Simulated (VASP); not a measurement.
Write the native input for VASP 6.6.1 that does the following.

```
Task                   : single point
Functional             : PBE
Potentials or basis    : VASP PAW PBE potentials, release 64 (Ti_sv, Si)
Cutoff                 : 520 eV
k mesh                 : 12 × 12 × 12
Occupations            : gaussian, width 0.1 eV
Spin                   : no spin polarisation
Dipole correction      : no
Further INCAR settings : ALGO = Fast; EDIFF = 1e-06; NBANDS = 41
```

The structure of Ti5Si lies in POSCAR:

```
Ti5Si
1.0
    2.4862986954      1.4354652210      4.3718466674
   -2.5598770648      1.4478971849      4.4096128484
   -0.0260227882     -2.9408671612      4.4096128483
Ti Si
5 1
Direct
    0.1516376303      0.1510562439      0.1496126301
    0.6037062597      0.3958641011      0.0005286511
    0.0000000000      0.6041090394      0.3958909606
    0.8483623697      0.8503873699      0.8489437561
    0.3962937403     -0.0005286511      0.6041358989
    0.5000000000      0.4991118969      0.5008881031
```

This cell differs from its parent crystal: uniaxial strain along a: -1.5 %, then relaxed in part.

One way to write it, as run:

INCAR

```
ALGO = Fast
EDIFF = 1E-6
ENCUT = 520
GGA = PE
ISIF = 2
ISMEAR = 0
KPAR = 4
LASPH = True
LCHARG = False
LREAL = False
LWAVE = False
NBANDS = 41
NELM = 80
PREC = Accurate
SIGMA = 0.1
```

KPOINTS

```
k-points
0
Gamma
  12 12 12
```

Potentials or basis: VASP PAW PBE potentials, release 64 (Ti_sv, Si).

Command:

```sh
$ cat potpaw_PBE.64/Ti_sv/POTCAR potpaw_PBE.64/Si/POTCAR > POTCAR
$ mpirun -np 4 vasp_std > vasp.out
```

Results of the run:

```json
{"Pressure": "0.9 GPa", "Largest force": "0.005 eV/Å", "Band gap on the k mesh": "zero (bands 32 and 33 overlap by 0.59 eV)"}
```

Caveat: the cell differs from its parent crystal (uniaxial strain along a: -1.5 %, then relaxed in part).

It took 18 min on 4 MPI ranks on Intel(R) Xeon(R) Platinum 8488C (Sapphire Rapids), on a shared host, peak memory 1.3 GiB a rank.
